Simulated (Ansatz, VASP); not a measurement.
One calculation of MnS, two programs

```
Mn S
1.0
    -1.83000   -1.05655    5.94184
     1.83000   -1.05655    5.94184
     0.00000    2.11310    5.94184
Mn S
2 2
Direct
  0.00000 0.00000 0.00000
  0.50000 0.50000 0.50000
  0.25000 0.25000 0.25000
  0.75000 0.75000 0.75000
```

Alike in both runs: task single point; functional PBEsol; k mesh 9 × 9 × 9; occupations fermi-dirac, width 0.05 eV; collinear spin, antiferromagnetic start; Hubbard terms Mn d U = 6 eV.

|  | VASP | Ansatz |
| --- | --- | --- |
| version | VASP 6.6.1 | Ansatz 0.2.0 |
| potentials or method | VASP PAW PBE potentials, release 64 (Mn_pv, S) | Ansatz PAW |
| plane-wave cutoff (eV) | 520 | 420 |
| valence electrons in the cell | 38 | 42 |

Ansatz gave:

```
gap on the k mesh at the Fermi level (eV)                     : 2.38
least direct gap on the mesh (eV)                             : 2.88
pressure (GPa)                                                : 4.3
traceless stress, the component that is largest in VASP (GPa) : -0.09
net moment per atom (μB)                                      : 0.00
size of the moment on the site where the two differ most (μB) : 4.46
```

Problem. What did VASP give for the same quantities?

Solution. gap on the k mesh at the Fermi level (eV): 2.54; least direct gap on the mesh (eV): 3.06; pressure (GPa): 3.2; traceless stress, the component that is largest in VASP (GPa): -0.03; net moment per atom (μB): 0.00; size of the moment on the site where the two differ most (μB): 4.58.

VASP's potentials were made for PBE, not for PBEsol. Site moments also hang on the region over which each program counts them. The programs project onto different local orbitals, so the same U acts differently, and such runs can settle in different states. VASP's potentials hold 38 valence electrons a cell and Ansatz's 42, so a difference there can come from the potentials and not from the codes.

Noted on Ansatz's run: the magnetic or orbital state may not be the lowest; odd divisions of the mesh miss points on the zone boundary, where band edges often lie, so the gap on the mesh can be too wide.
